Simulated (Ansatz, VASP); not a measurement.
Two plane-wave programs on BaS

Contents of POSCAR:

```
BaS
1.0
    0.0000000000      3.2749045458      3.2749045458
    3.2749045458      0.0000000000      3.2749045458
    3.2749045458      3.2749045458      0.0000000000
Ba S
1 1
Direct
    0.0000000000      0.0000000000      0.0000000000
    0.5000000000      0.5000000000      0.5000000000
```

Contents of INCAR.step1:

```
SYSTEM = BaS
ALGO = Normal ; EDIFF = 1E-4
ENCUT = 520 ; GGA = PE
ISMEAR = 0 ; LASPH = .True.
LCHARG = .False. ; LREAL = .False.
LWAVE = .True. ; NBANDS = 15
NELM = 80 ; PREC = Accurate
SIGMA = 0.01
```

Contents of INCAR.step2:

```
SYSTEM = BaS
ALGO = Normal ; EDIFF = 1E-7
ENCUT = 520 ; ISIF = 2
ISMEAR = 0 ; ISTART = 1
LASPH = .True. ; LCHARG = .True.
LELF = .True. ; LMIXTAU = .True.
LREAL = .False. ; LVHAR = .True.
LWAVE = .False. ; METAGGA = R2SCAN
NBANDS = 15 ; NELM = 80
PREC = Accurate ; SIGMA = 0.01
```

KPOINTS

```
k-points
0
Gamma
  6 6 6
  0 0 0
```

Input for Ansatz:

```yaml
crystal:
  lattice:
    - [0.0, 3.2749045458, 3.2749045458]
    - [3.2749045458, 0.0, 3.2749045458]
    - [3.2749045458, 3.2749045458, 0.0]
  atoms:
    - { symbol: Ba, position: [0.0, 0.0, 0.0] }
    - { symbol: S, position: [0.5, 0.5, 0.5] }
kpoints:
  mp_grid: { grid: [6, 6, 6] }
hamiltonian:
  xc: r2scan
scf:
  occupations: { method: fixed }
  n_extra_bands: 4
output:
  forces: true
  stress: true
  eigenvalues: true
```

Alike in both runs: task single point; functional r2SCAN; k mesh 6 × 6 × 6; no spin polarisation.

|  | VASP | Ansatz |
| --- | --- | --- |
| version | VASP 6.6.1 | Ansatz 0.2.0 |
| potentials or method | VASP PAW PBE potentials, release 64 (Ba_sv, S) | plane waves, PAW |
| plane-wave cutoff (eV) | 520 | 500 |
| occupations | gaussian, width 0.01 eV | fixed |
| valence electrons in the cell | 16 | 16 |

```tsv
	VASP	Ansatz	Ansatz less VASP
gap on the k mesh at the Fermi level (eV)	2.57	2.65	+0.075
pressure (GPa)	-1.8	-2.3	-0.45
```

VASP's potentials were made for PBE, not for r2SCAN.

Spin-orbit coupling is off throughout.
